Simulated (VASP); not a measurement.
Crystal: Al.

```
CELL_PARAMETERS angstrom
0.00000 1.87048 1.87048
1.87048 0.00000 1.87048
1.87048 1.87048 0.00000
ATOMIC_POSITIONS crystal
Al 0.00000 0.00000 0.00000
```

- Program: VASP 6.6.1
- Task: relaxation of cell and atoms
- Functional: PBE
- Potentials or basis: VASP PAW PBE potentials, release 64 (Al)
- Cutoff: 600 eV
- k mesh: 17 × 17 × 17
- Occupations: fermi-dirac, width 0.05 eV
- Spin: no spin polarisation

At the start: pressure 30.2 GPa; volume 13.09 Å³/atom.

How do energy, volume and symmetry change on relaxing?

Over 5 steps the energy falls by 260.2 meV/atom and the volume is 16.48 Å³/atom (+25.9 %); space group Fm-3m (No. 225, to 0.05 Å).

Step by step:
```tsv
step	energy change (eV)	largest force (eV/Å)	pressure (GPa)	volume (Å³)
1	0.0000	0.0000	30.24	13.09
2	-0.2181	0.0000	-6.51	18.35
3	-0.2602	0.0000	0.17	16.44
4	-0.2602	0.0000	-0.17	16.51
5	-0.2602	0.0000	0.00	16.48
```

Final structure:
```
CELL_PARAMETERS angstrom
0.00000 2.01960 2.01960
2.01960 0.00000 2.01960
2.01960 2.01960 0.00000
ATOMIC_POSITIONS crystal
Al 0.00000 0.00000 0.00000
```

Caveat: the volume moved by over 15 % at a fixed basis, so the end points are rough.
